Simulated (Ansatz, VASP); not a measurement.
# HfO2: VASP beside Ansatz

```
Hf O
1.0
     0.00000    2.55750    2.63422
     2.55750    0.00000    2.63422
     2.55750    2.55750    0.00000
Hf O
1 2
Direct
  0.00000 0.00000 0.00000
  0.25000 0.25000 0.25000
  0.75000 0.75000 0.75000
```

Change from the starting cell: zz strain of +3 %, crystal datasets.

Alike in both runs: task electric field gradients; functional PBE; k mesh 9 × 9 × 9; occupations fermi-dirac, width 0.01 eV; no spin polarisation.

|  | VASP | Ansatz |
| --- | --- | --- |
| version | VASP 6.6.1 | Ansatz 0.2.0 |
| potentials or method | VASP PAW PBE potentials, release 64 (Hf_pv, O), cutoff 520 eV | all-electron PAW with datasets made for the crystal, scalar-relativistic |

```csv
,VASP,Ansatz,Ansatz less VASP
gap on the k mesh at the Fermi level (eV),3.49,3.50,+0.009
pressure (GPa),-12.2,-9.0,+3.26
"traceless stress, the component that is largest in VASP (GPa)",-8.63,-8.49,+0.138
size of Vzz on the site where it differs most (V/Å²),27.4,34.6,+7.24
```

Ansatz ran all-electron here, and VASP with PAW potentials.

Spin-orbit coupling is off throughout.
